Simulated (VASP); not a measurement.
A run of VASP 6.6.1:

File INCAR:

```
SYSTEM = Sr12HO
PREC     = Accurate       ! precision mode
ENCUT    = 520            ! plane-wave cutoff, eV
EDIFF    = 1E-6           ! SCF threshold, eV
ISMEAR   = 0              ! smearing method
SIGMA    = 0.15           ! smearing width, eV
LREAL    = .FALSE.        ! projectors in reciprocal space
LASPH    = .TRUE.         ! aspherical terms in the spheres
NELM     = 120            ! most SCF steps
ALGO     = Normal         ! electronic algorithm
ISIF     = 2              ! what is computed and relaxed
LWAVE    = .FALSE.        ! write WAVECAR
LCHARG   = .TRUE.         ! write CHGCAR
GGA      = PE             ! functional
IVDW     = 12             ! dispersion correction
LELF     = .TRUE.         ! ELF
LVHAR    = .TRUE.       
NBANDS   = 76             ! bands
GGA_COMPAT= .FALSE.      
NELMDL   = -8
```

File KPOINTS:

```
Automatic mesh
0
G
  3 3 1
  0 0 0
```

Contents of POSCAR:

```
Sr12HO
1.0
    8.5984180000      0.0000000000      0.0000000000
    4.2992090000      7.4464490000      0.0000000000
    0.0000000000      0.0000000000     18.0205790000
Sr O H
12 1 1
Direct
    0.1666667136      0.1666666890      0.0554921127
    0.6666667136      0.1666666890      0.0554921127
    0.1666666890      0.6666666219      0.0554921127
    0.6666666890      0.6666666219      0.0554921127
   -0.1644992028      0.3297448220      0.2370299534
    0.3351215712      0.3297487165      0.2372071397
   -0.1622229005      0.8250644032      0.2494730053
    0.3356089930      0.8292533797      0.2389486487
   -0.0207760525     -0.0145130921      0.4202028137
    0.5361070950     -0.0146347608      0.4202603035
   -0.0119962434      0.5241247204      0.4226758752
    0.5055479020      0.4896951554      0.4267538241
   -0.1592224121      0.8193716226      0.3833526659
   -0.3384901133      1.1782677891      0.4358167404
```

Potentials or basis: VASP PAW PBE potentials, release 64 (Sr_sv, O, H).

Run with:

```sh
$ cat potpaw_PBE.64/Sr_sv/POTCAR potpaw_PBE.64/O/POTCAR potpaw_PBE.64/H/POTCAR > POTCAR
$ mpirun -np 1 vasp_std > vasp.out
```

Hardware: 1 thread of Intel(R) Xeon(R) Platinum 8488C (Sapphire Rapids), on a shared host.

How long does it take, and how much memory?

Run time: 18 min on 1 thread of Intel(R) Xeon(R) Platinum 8488C (Sapphire Rapids) (shared host), peak memory 1.1 GiB. Counts: scf iterations 25, k points 5.
